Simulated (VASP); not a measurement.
# FeO (I4/mmm) in VASP: a series of runs, part 2 of 2

VASP 6.6.1. The steps go on from the part before.

**5. Single point, PBE+U**

This run uses another cell than the first one: it holds 4 atoms, not 2.

Input file INCAR:

```
SYSTEM = FeO
  PREC = Accurate
  ENCUT = 600
  EDIFF = 1E-6
  ISMEAR = -1
  SIGMA = 0.05
  LREAL = .False.
  LASPH = .True.
  NELM = 200
  ALGO = Normal
  ISIF = 2
  LWAVE = .False.
  LCHARG = .True.
  LMAXMIX = 4
  LDAU = .True.
  LDAUTYPE = 2
  LDAUL = 2 -1
  LDAUU = 4 0
  LDAUJ = 0 0
  LDAUPRINT = 1
  GGA = PE
  LELF = .True.
  LVHAR = .True.
  NBANDS = 22
  GGA_COMPAT = .False.
```

Input file KPOINTS:

```
regular mesh
0
Gamma
  8 8 8
  0 0 0
```

Input file POSCAR:

```
FeO
1.0
   -1.6021034130      1.6021034130      2.0833922500
    1.6021034130     -1.6021034130      2.0833922500
    3.2042068260      3.2042068260     -4.1667845000
Fe O
2 2
Direct
    0.0000000000      0.0000000000      0.0000000000
    0.0000000000      0.0000000000      0.5000000000
    0.5000000000      0.5000000000      0.0000000000
    0.5000000000      0.5000000000      0.5000000000
```

Potentials or basis: VASP PAW PBE potentials, release 64 (Fe, O).

Run with:

```console
cat potpaw_PBE.64/Fe/POTCAR potpaw_PBE.64/O/POTCAR > POTCAR
mpirun -np 1 vasp_std > vasp.out
```

OUTCAR:

```text
SYSTEM = FeO
   PREC = Accurate
   ENCUT = 600
   EDIFF = 1E-6
   ISMEAR = -1
   LREAL = .False.
   LASPH = .True.
   NELM = 200
   ISIF = 2
   GGA = PE

 ion  position               nearest neighbor table
   1  0.000  0.000  0.000-   3 2.08   3 2.08   3 2.27   3 2.27   4 2.27   4 2.27   2 3.08   2 3.08
                             2 3.08   2 3.08
   2  0.000  0.000  0.500-   4 2.08   4 2.08   4 2.27   4 2.27   3 2.27   3 2.27   1 3.08   1 3.08
                             1 3.08   1 3.08
   3  0.500  0.500  0.000-   1 2.08   1 2.08   1 2.27   1 2.27   2 2.27   2 2.27
   4  0.500  0.500  0.500-   2 2.08   2 2.08   2 2.27   2 2.27   1 2.27   1 2.27

  LATTYP: Found a base centered orthorhombic cell.
 ALAT       =     4.1667845000
 B/A-ratio  =     1.0875131051
 C/A-ratio  =     1.0875131051

  Lattice vectors:

 A1 = (  -1.6021034130,   1.6021034130,   2.0833922500)
 A2 = (   1.6021034130,  -1.6021034130,   2.0833922500)
 A3 = (   3.2042068260,   3.2042068260,   0.0000000000)

Analysis of symmetry for initial positions (statically):
=====================================================================
 Subroutine PRICEL returns following result:

  LATTYP: Found a body centered tetragonal cell.
 ALAT       =     3.2042068260
 C/A-ratio  =     1.3004105934

  Lattice vectors:

 A1 = (  -1.6021034130,   1.6021034130,   2.0833922500)
 A2 = (   1.6021034130,  -1.6021034130,   2.0833922500)
 A3 = (   1.6021034130,   1.6021034130,  -2.0833922500)

   2 primitive cells build up your supercell.
[... 233 lines left out ...]
  o =  0.1448  v =  0.0000  0.0000  0.0000  0.0000  0.0000 -0.0000 -0.0000 -1.0000  0.0000  0.0000      0.0000  0.0000  0.0000  0.0000  0.0000  0.0000  0.0000  0.0000  0.0000  0.0000
  o =  0.9560  v = -0.0000  0.0000  0.0000  0.0000  1.0000  0.0000  0.0000  0.0000  0.0000  0.0000      0.0000  0.0000  0.0000  0.0000  0.0000  0.0000  0.0000  0.0000  0.0000  0.0000
  o =  0.9560  v =  0.0000  0.0000  0.0000  0.0000  0.0000 -0.0000  0.0000  0.0000  0.0000  1.0000      0.0000  0.0000  0.0000  0.0000  0.0000  0.0000  0.0000  0.0000  0.0000  0.0000
  o =  0.9609  v =  0.0000  0.0000  0.0000  0.0000  0.0000  0.0000  0.7071 -0.0000 -0.7071 -0.0000      0.0000  0.0000  0.0000  0.0000  0.0000  0.0000  0.0000  0.0000  0.0000  0.0000
  o =  0.9609  v =  0.0000  0.7071 -0.0000 -0.7071 -0.0000  0.0000  0.0000  0.0000  0.0000  0.0000      0.0000  0.0000  0.0000  0.0000  0.0000  0.0000  0.0000  0.0000  0.0000  0.0000
  o =  0.9609  v =  0.0000  0.0000  0.0000  0.0000  0.0000  0.0000 -0.7071  0.0000 -0.7071  0.0000      0.0000  0.0000  0.0000  0.0000  0.0000  0.0000  0.0000  0.0000  0.0000  0.0000
  o =  0.9609  v =  0.0000 -0.7071  0.0000 -0.7071  0.0000  0.0000  0.0000  0.0000  0.0000  0.0000      0.0000  0.0000  0.0000  0.0000  0.0000  0.0000  0.0000  0.0000  0.0000  0.0000

 number of electron      27.9999997 magnetization

 Free energy of the ion-electron system (eV)
  ---------------------------------------------------
  ext. energy  EPLUGINS =         0.00000000
  ---------------------------------------------------
  free energy    TOTEN  =       -22.83600611 eV

  energy without entropy =      -22.83600611  energy(sigma->0) =      -22.83600611

 E-fermi :   4.1447     XC(G=0): -11.7716

 val. band max:        3.2066862369   @ k =   0.2500   0.2500   0.1250
 cond. band min:       4.8780451062   @ k =   0.0000   0.0000   0.0000
 fundamental gap:      1.6713588693
 Fermi energy:         4.1446581891

 k-point     1 :       0.0000    0.0000    0.0000
  band No.  band energies     occupation
      1     -14.8365      2.00000
      2     -13.8533      2.00000
      3      -1.4577      2.00000
      4       0.5998      2.00000
      5       0.9013      2.00000
      6       1.0624      2.00000
[... 589 lines left out ...]
     21      14.1897      0.00000
     22      15.1729      0.00000

 [... further k-points ...]

------------------------ aborting loop because EDIFF is reached ----------------------------------------

  FORCE on cell =-STRESS in cart. coord.  units (eV):
  Direction    XX          YY          ZZ          XY          YZ          ZX
  --------------------------------------------------------------------------------------
  -------------------------------------------------------------------------------------
  Total       -7.6851536     -7.6851536     -3.0606156     -0.0000163      0.0000000      0.0000000
  in kB     -287.8200272   -287.8200272   -114.6244443     -0.0006091      0.0000000      0.0000000
  external PRESSURE =    -230.0881662 kB  Pullay stress =       0.0000000 kB

 VOLUME and BASIS-vectors are now :
 -----------------------------------------------------------------------------
  energy-cutoff  :      600.00
  volume of cell :       42.78
      direct lattice vectors                 reciprocal lattice vectors
    -1.602103413  1.602103413  2.083392250     0.000000000  0.312089717  0.239993213
     1.602103413 -1.602103413  2.083392250     0.312089717  0.000000000  0.239993213
     3.204206826  3.204206826 -4.166784500     0.156044858  0.156044858  0.000000000

 POSITION                                       TOTAL-FORCE (eV/Angst)
 -----------------------------------------------------------------------------------
      0.00000      0.00000      0.00000        -0.000000      0.000000      0.000000
      1.60210      1.60210     -2.08339        -0.000000      0.000000     -0.000000
      0.00000      0.00000      2.08339         0.000000     -0.000000      0.000000
      1.60210      1.60210      0.00000         0.000000      0.000000     -0.000000
 -----------------------------------------------------------------------------------
    total drift:                                0.000000     -0.000000     -0.000000

  FREE ENERGIE OF THE ION-ELECTRON SYSTEM (eV)
  ---------------------------------------------------
  free  energy   TOTEN  =       -22.8360061107 eV

  energy  without entropy=      -22.8360061073  energy(sigma->0) =      -22.83600611
```

OSZICAR:

```text
N       E                     dE             d eps       ncg     rms          rms(c)
DAV:   1     0.261272007394E+03    0.26127E+03   -0.14830E+04  4684   0.169E+03
DAV:   2     0.849321812213E+01   -0.25278E+03   -0.23436E+03  4728   0.352E+02
DAV:   3    -0.208582465962E+02   -0.29351E+02   -0.27402E+02  5662   0.135E+02
DAV:   4    -0.218283250275E+02   -0.97008E+00   -0.96334E+00  5074   0.271E+01
DAV:   5    -0.218466950520E+02   -0.18370E-01   -0.18362E-01  5472   0.345E+00    0.179E+01
DAV:   6    -0.236683676313E+02   -0.18217E+01   -0.41484E+01  6206   0.874E+01    0.258E+01
DAV:   7    -0.196057232437E+02    0.40626E+01   -0.33093E+01  6192   0.813E+01    0.850E+00
DAV:   8    -0.214307271933E+02   -0.18250E+01   -0.21206E+00  4800   0.106E+01    0.598E+00
DAV:   9    -0.227709179430E+02   -0.13402E+01   -0.11438E+00  7384   0.135E+01    0.151E+00
DAV:  10    -0.228270819788E+02   -0.56164E-01   -0.18391E-01  5760   0.363E+00    0.103E+00
DAV:  11    -0.228362248849E+02   -0.91429E-02   -0.30910E-02  6220   0.205E+00    0.401E-01
DAV:  12    -0.228359258407E+02    0.29904E-03   -0.48220E-03  6992   0.118E+00    0.760E-02
DAV:  13    -0.228359604130E+02   -0.34572E-04   -0.32147E-04  6710   0.242E-01    0.352E-02
DAV:  14    -0.228360082284E+02   -0.47815E-04   -0.14225E-04  7684   0.171E-01    0.148E-02
DAV:  15    -0.228360065905E+02    0.16379E-05   -0.15987E-05  5266   0.378E-02    0.796E-03
DAV:  16    -0.228360061107E+02    0.47979E-06   -0.13033E-06  3654   0.213E-02
   1 F= -.22836006E+02 E0= -.22836006E+02  d E =-.345507E-08
```

Run time: 4.2 min. Hardware: 1 thread of Oxide Virtual Turin-like, shared host; peak memory 0.23 GiB.

What came out:

```yaml
Free_energy: -22.8360 eV
Pressure: -23.0 GPa
Band_gap_on_the_k_mesh: 1.67 eV
```

Eigenvalues of the final occupation matrices:
```csv
site,spin,trace,eigenvalues
site 1 d,1,3.13,0.11 0.14 0.96 0.96 0.96
site 1 d,2,3.13,0.11 0.14 0.96 0.96 0.96
site 2 d,1,3.13,0.11 0.14 0.96 0.96 0.96
site 2 d,2,3.13,0.11 0.14 0.96 0.96 0.96
```

Caveat: the stress differs along the axes, from -29 to -11 GPa; the run has no spin polarisation, though such a crystal can be magnetic.

**6. The runs side by side**

| level | potentials or basis | spin | U | fixed moment (μB) | cell | k mesh | cutoff (eV) | gap on the mesh (eV) | pressure (GPa) | moment (μB) |
| --- | --- | --- | --- | --- | --- | --- | --- | --- | --- | --- |
| PBEsol | VASP PAW PBE potentials, release 64 (Fe, O) | collinear, ferromagnetic start | - | - | a = 3.138 Å, angles 117.3, 117.3, 94.8°, 2 atoms, atomic positions A | 12 × 12 × 12 | 520 | none | -22.4 | 4.01 |
| PBE | VASP PAW PBE potentials, release 64 (Fe_sv, O) | collinear, ferromagnetic start | - | 3.0 | a = 3.078 Å, angles 117.3, 117.3, 94.8°, 2 atoms, atomic positions A | 10 × 10 × 10 | 700 | - | -18.6 | 3.00 |
| PBEsol | VASP PAW PBE potentials, release 64 (Fe_sv, O) | collinear, ferromagnetic start | - | 2.2 | a = 3.078 Å, angles 117.3, 117.3, 94.8°, 2 atoms, atomic positions A | 10 × 10 × 10 | 700 | - | -32.0 | 2.20 |
| PBE+U | VASP PAW PBE potentials, release 64 (Fe, O) | off | Fe d U = 4.0 eV | - | a = 3.078, b = 3.078, c = 6.156 Å, angles 117.3, 117.3, 94.8°, 4 atoms, atomic positions B | 8 × 8 × 8 | 600 | 1.67 | -23.0 | - |

Alike in all rows: task single point; smearing fermi-dirac 0.05 eV.

Caveats: the cell stands under tension (at least some runs); a cell with one magnetic atom can't hold antiferromagnetic order, which such compounds often take (at least some runs); the PAW data sets were made with another functional, which shifts forces and pressure a little (at least some runs); the total moment is fixed, so each spin has its own Fermi level and the state may be an excited one (at least some runs); semilocal functionals often make such compounds metallic where correlation or magnetic order opens a gap, which also shifts bond lengths (at least some runs); the stress differs along the axes, from -29 to -11 GPa (at least some runs).

Total energies depend on the potentials used, so only differences within one code and one set of settings carry meaning.
